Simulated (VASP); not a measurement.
# P (Fm-3m) in VASP: notebook

The runs below take P through single point, with PBE.

Program: VASP 6.6.1. These are calculated values, not measurements. Logs are shortened: lines on timing, memory, paths and dates and some standing lists are left out, and cuts for length are marked.

## (1) The cell of the first run

It takes space group Fm-3m (No. 225, cubic). The conventional cell has a = 4.206 Å, b = 4.206 Å, c = 4.206 Å, α = 90.00°, β = 90.00°, γ = 90.00°. P (site symmetry m-3m) has 12 P at 2.97 Å within 3.9 Å.

## (2) Single point, PBE (N replaced by P, lengths x 1.304, strained)

INCAR reads:

```
PREC     = Accurate       # precision mode
ENCUT    = 520            # plane-wave cutoff, eV
EDIFF    = 1E-6           # SCF threshold, eV
ISMEAR   = 0              # smearing method
SIGMA    = 0.1            # smearing width, eV
LREAL    = F              # projectors in reciprocal space
LASPH    = T              # aspherical terms in the spheres
NELM     = 60             # most SCF steps
ALGO     = Normal         # electronic algorithm
ISIF     = 2              # what is computed and relaxed
LWAVE    = F              # write WAVECAR
LCHARG   = F              # write CHGCAR
GGA      = PE             # functional
NBANDS   = 8              # bands
```

KPOINTS reads:

```
regular mesh
0
Gamma
  8 8 8
```

POSCAR reads:

```
P
1.0
    0.0000000000      2.1027946656      2.1027946656
    2.1027946656      0.0000000000      2.1027946656
    2.1027946656      2.1027946656      0.0000000000
P
1
Direct
    0.0000000000      0.0000000000      0.0000000000
```

Potentials or basis: VASP PAW PBE potentials, release 64 (P).

Launch:

```sh
$ cat potpaw_PBE.64/P/POTCAR > POTCAR
$ mpirun -np 1 vasp_std > vasp.out
```

OUTCAR:

```text
PREC = Accurate
   ENCUT = 520
   EDIFF = 1E-6
   ISMEAR = 0
   LREAL = F
   LASPH = T
   NELM = 60
   ISIF = 2
   GGA = PE

 ion  position               nearest neighbor table
   1  0.000  0.000  0.000-

  LATTYP: Found a face centered cubic cell.
 ALAT       =     4.2055893312

  Lattice vectors:

 A1 = (   0.0000000000,   2.1027946656,   2.1027946656)
 A2 = (   2.1027946656,   0.0000000000,   2.1027946656)
 A3 = (   2.1027946656,   2.1027946656,   0.0000000000)

Analysis of symmetry for initial positions (statically):
=====================================================================
 Subroutine PRICEL returns:
 Original cell was already a primitive cell.

 Routine SETGRP: Setting up the symmetry group for a
 face centered cubic supercell.

 Subroutine GETGRP returns: Found 48 space group operations
 (whereof 48 operations were pure point group operations)
 out of a pool of 48 trial point group operations.

The static configuration has the point symmetry O_h .

Analysis of symmetry for dynamics (positions and initial velocities):
=====================================================================
 Subroutine PRICEL returns:
 Original cell was already a primitive cell.

 Routine SETGRP: Setting up the symmetry group for a
 face centered cubic supercell.

 Subroutine GETGRP returns: Found 48 space group operations
 (whereof 48 operations were pure point group operations)
 out of a pool of 48 trial point group operations.

The dynamic configuration has the point symmetry O_h .

 Subroutine INISYM returns: Found 48 space group operations
 (whereof 48 operations are pure point group operations),
 and found     1 'primitive' translations

----------------------------------------------------------------------------------------

                                     Primitive cell

  volume of cell :      18.5960

  direct lattice vectors                    reciprocal lattice vectors
     0.000000000  2.102794666  2.102794666    -0.237778804  0.237778804  0.237778804
     2.102794666  0.000000000  2.102794666     0.237778804 -0.237778804  0.237778804
     2.102794666  2.102794666  0.000000000     0.237778804  0.237778804 -0.237778804

  length of vectors
     2.973800735  2.973800735  2.973800735     0.411844969  0.411844969  0.411844969

  position of ions in fractional coordinates (direct lattice)
[... 71 lines left out ...]
   ISPIN  =      1    spin polarized calculation?
   LNONCOLLINEAR =      F non collinear calculations
   LSORBIT =      F    spin-orbit coupling
   LASPH  =      T    aspherical Exc in radial PAW
   ENCUT  =  520.0 eV  38.22 Ry    6.18 a.u.   5.53  5.53  5.53*2*pi/ulx,y,z
   NELM   =     60;   NELMIN=  2; NELMDL= -5     # of ELM steps
   EDIFF  = 0.1E-05   stopping-criterion for ELM
   LREAL  =      F    real-space projection
   EDIFFG = 0.1E-04   stopping-criterion for IOM
   NSW    =      0    number of steps for IOM
   IBRION =     -1    ionic relax: 0-MD 1-quasi-New 2-CG
   NFREE  =      0    steps in history (QN), initial steepest desc. (CG)
   ISIF   =      2    stress and relaxation
   ISYM   =      2    0-nonsym 1-usesym 2-fastsym
   POTIM  = 0.5000    time-step for ionic-motion
   TEBEG  =    0.0;   TEEND  =   0.0 temperature during run
   PSTRESS=    0.0 pullay stress
   NELECT =       5.0000    total number of electrons
   NUPDOWN=      -1.0000    fix difference up-down
   EMIN   =  10.00;   EMAX   =-10.00  energy-range for DOS
   EFERMI =   0.00;   METHOD = LEGACY
   ISMEAR =     0;   SIGMA  =   0.10  broadening in eV -4-tet -1-fermi 0-gaus
   EFERMI_NEDOS =   21; number of points for ismear=-14 and -15
   IALGO  =     38    algorithm
   IMIX   =      4    mixing-type and parameters
     AMIX     =   0.40;   BMIX     =  1.00
     AMIX_MAG =   1.60;   BMIX_MAG =  1.00
  volume/ion in A,a.u.               =      18.60       125.49
  Fermi-wavevector in a.u.,A,eV,Ry     =   1.056634  1.996749 15.190574  1.116476
  Thomas-Fermi vector in A             =   2.191877
   LORBIT       =      0    0 simple, 1 ext, 2 COOP (PROOUT), +10 PAW based schemes
   GGA     = PE    functional components
   LHFCALC =     F    Hartree Fock is set to
   AEXX    =    0.0000 exact exchange contribution
   IVDW    =     0    specifies the selected vdW correction
   LEPSILON=     F    determine dielectric tensor
   LRPA    =     F    only Hartree local field effects (RPA)
 non-spin polarized calculation
 Gauss-broadening in eV      SIGMA  =   0.10
  energy-cutoff  :      520.00
  volume of cell :       18.60
 maximum number of plane-waves:       531
 NGX is ok and might be reduce to    24
   NGX = 11   NGY = 11   NGZ = 11

 number of electron       5.0000000 magnetization

 Free energy of the ion-electron system (eV)
  ---------------------------------------------------
  ext. energy  EPLUGINS =         0.00000000
  ---------------------------------------------------
  free energy    TOTEN  =        -4.29417406 eV

  energy without entropy =       -4.28957852  energy(sigma->0) =       -4.29187629

 E-fermi :   6.4616     XC(G=0): -10.4126

 val. band max:        6.2757400502   @ k =   0.5000   0.2500   0.1250
 cond. band min:       6.5038618734   @ k =  -0.3750   0.3750   0.1250
 fundamental gap:      0.2281218231
 Fermi energy:         6.4616317792

 k-point     1 :       0.0000    0.0000    0.0000
  band No.  band energies     occupation
      1      -7.4489      2.00000
      2      11.4057      0.00000
      3      11.4057      0.00000
      4      11.4057      0.00000
      5      17.5356      0.00000
      6      17.5356      0.00000
      7      17.5356      0.00000
      8      21.1102      0.00000
[... 243 lines left out ...]
 k-point    24 :      -0.3750    0.2500    0.1250
  band No.  band energies     occupation
      1      -2.3963      2.00000
      2       1.3016      2.00000
      3       6.2027      1.99975
      4       8.0629      0.00000
      5      15.5054      0.00000
      6      17.1768      0.00000
      7      20.8197      0.00000
      8      22.1704      0.00000

 [... further k-points ...]
[... 5 lines left out ...]
  --------------------------------------------------------------------------------------
  -------------------------------------------------------------------------------------
  Total       -1.5292498     -1.5292498     -1.5292498      0.0000000     -0.0000000     -0.0000000
  in kB     -131.7554005   -131.7554005   -131.7554005      0.0000000     -0.0000000     -0.0000000
  external PRESSURE =    -131.7554005 kB  Pullay stress =       0.0000000 kB

 VOLUME and BASIS-vectors are now :
 -----------------------------------------------------------------------------
  energy-cutoff  :      520.00
  volume of cell :       18.60
      direct lattice vectors                 reciprocal lattice vectors
     0.000000000  2.102794666  2.102794666    -0.237778804  0.237778804  0.237778804
     2.102794666  0.000000000  2.102794666     0.237778804 -0.237778804  0.237778804
     2.102794666  2.102794666  0.000000000     0.237778804  0.237778804 -0.237778804

 POSITION                                       TOTAL-FORCE (eV/Angst)
 -----------------------------------------------------------------------------------
      0.00000      0.00000      0.00000         0.000000      0.000000     -0.000000
 -----------------------------------------------------------------------------------
    total drift:                                0.000000      0.000000     -0.000000

  FREE ENERGIE OF THE ION-ELECTRON SYSTEM (eV)
  ---------------------------------------------------
  free  energy   TOTEN  =        -4.2941740630 eV

  energy  without entropy=       -4.2895785161  energy(sigma->0) =       -4.29187629
```

OSZICAR:

```text
N       E                     dE             d eps       ncg     rms          rms(c)
DAV:   1     0.148337522951E+01    0.14834E+01   -0.19166E+03   464   0.439E+02
DAV:   2    -0.425357178829E+01   -0.57369E+01   -0.55881E+01   736   0.482E+01
DAV:   3    -0.430388108233E+01   -0.50309E-01   -0.50309E-01   512   0.487E+00
DAV:   4    -0.430398414533E+01   -0.10306E-03   -0.10306E-03   808   0.251E-01
DAV:   5    -0.430398415673E+01   -0.11405E-07   -0.11613E-07   504   0.152E-03    0.255E+00
DAV:   6    -0.429667570024E+01    0.73085E-02   -0.65643E-03   544   0.412E-01    0.144E+00
DAV:   7    -0.429412835471E+01    0.25473E-02   -0.10158E-02   512   0.524E-01    0.114E-01
DAV:   8    -0.429417430545E+01   -0.45951E-04   -0.13961E-04   736   0.866E-02    0.196E-02
DAV:   9    -0.429417406297E+01    0.24247E-06   -0.84389E-07   560   0.769E-03
   1 F= -.42941741E+01 E0= -.42918763E+01  d E =-.459555E-02
```

Wall time 5.2 s (1 thread of Intel Xeon 6975P-C, shared host); peak memory 0.13 GiB.

Results:

| Item | Value |
| --- | --- |
| Free energy | -4.2942 eV |
| Pressure | -13.2 GPa |

Levels at points of the mesh, in eV from the Fermi level:
| k point | band 1 | band 2 | band 3 | band 4 | band 5 |
| --- | --- | --- | --- | --- | --- |
| (0.00, 0.00, 0.00) | -13.91 | 4.94 | 4.94 | 4.94 | 11.07 |
| (0.50, 0.00, 0.00) | -9.66 | -6.06 | 3.54 | 3.54 | 9.24 |
| (0.50, 0.50, 0.00) | -7.86 | -5.05 | 0.61 | 0.61 | 5.07 |

Caveat: the cell differs from its parent crystal (N replaced by P, lengths x 1.304, strained).

## (3) Single point, PBE (N replaced by P, lengths x 1.304, strained)

INCAR reads:

```
SYSTEM = P
  ALGO = Normal
  EDIFF = 1E-6
  ENCUT = 500
  GGA = PE
  GGA_COMPAT = .FALSE.
  ISIF = 2
  ISMEAR = 0
  LASPH = .TRUE.
  LCHARG = .TRUE.
  LELF = .TRUE.
  LREAL = .FALSE.
  LVHAR = .TRUE.
  LWAVE = .FALSE.
  NBANDS = 8
  NELM = 120
  PREC = Accurate
  SIGMA = 0.1
```

KPOINTS reads:

```
k-points
0
G
  8 8 8
  0 0 0
```

POSCAR reads:

```
P
1.0
    0.0000000000      2.0342781400      2.0342781400
    2.0342781400      0.0000000000      2.0342781400
    2.0342781400      2.0342781400      0.0000000000
P
1
Direct
    0.0000000000      0.0000000000      0.0000000000
```

Potentials or basis: VASP PAW PBE potentials, release 64 (P).

Launch:

```sh
$ cat potpaw_PBE.64/P/POTCAR > POTCAR
$ mpirun -np 1 vasp_std > vasp.out
```

It took 2.7 s on 1 thread of Intel Xeon Platinum 8559C (Emerald Rapids), shared host; peak memory 0.13 GiB.

Results (log left out):

```yaml
Free_energy: -4.4135 eV
Pressure: -8.3 GPa
```

Levels at points of the mesh, in eV from the Fermi level:
```csv
k point,band 1,band 2,band 3,band 4,band 5
"(0.00, 0.00, 0.00)",-14.68,5.77,5.77,5.77,11.35
"(0.50, 0.00, 0.00)",-9.82,-6.67,4.16,4.16,9.90
"(0.50, 0.50, 0.00)",-7.70,-5.54,0.78,0.78,5.06
```

Caveat: the cell differs from its parent crystal (N replaced by P, lengths x 1.304, strained).
